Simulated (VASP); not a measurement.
Ru: single point with r2SCAN

The system is Ru.

```xyz
2
Lattice="2.7058 0.0000 0.0000 -1.3529 2.3433 0.0000 0.0000 0.0000 4.2819" Properties=species:S:1:pos:R:3 pbc="T T T"
Ru    1.3529    0.7811    3.2114
Ru    0.0000    1.5622    1.0705
```

```json
{
 "Program": "VASP 6.6.1",
 "Task": "single point",
 "Functional": "r2SCAN",
 "Potentials or basis": "VASP PAW PBE potentials, release 64 (Ru_pv)",
 "Cutoff": "520 eV",
 "k mesh": "11 × 11 × 6",
 "Occupations": "tetrahedron",
 "Spin": "no spin polarisation"
}
```

The pressure is -0.6 GPa. The band gap on the k mesh is zero (band 14 reaches 14.27 eV, above the bottom of band 15 at 11.07 eV).

Stress tensor (GPa, compression positive):
```
 0.07  0.00  0.00
 0.00  0.07  0.00
 0.00  0.00 -1.94
```

Levels at points of the mesh, in eV from the Fermi level:
| k point | band 10 | band 11 | band 12 | band 13 | band 14 | band 15 | band 16 | band 17 | band 18 | band 19 |
| --- | --- | --- | --- | --- | --- | --- | --- | --- | --- | --- |
| (0.00, 0.00, 0.00) | -2.70 | -2.52 | -2.00 | -2.00 | -1.46 | -1.46 | 1.23 | 1.23 | 1.36 | 8.38 |
| (0.00, 0.00, 0.50) | -2.88 | -2.88 | -2.88 | -2.82 | -2.82 | 0.56 | 0.56 | 0.56 | 0.56 | 8.38 |

Wall time 71 s on 1 thread of AMD EPYC 9R45 96-Core Processor (Zen 5), with other jobs on the host, peak memory 0.13 GiB.

Caveat: the PAW data sets were made with another functional, which shifts forces and pressure a little; tetrahedron occupations give inexact forces and stress in metals.
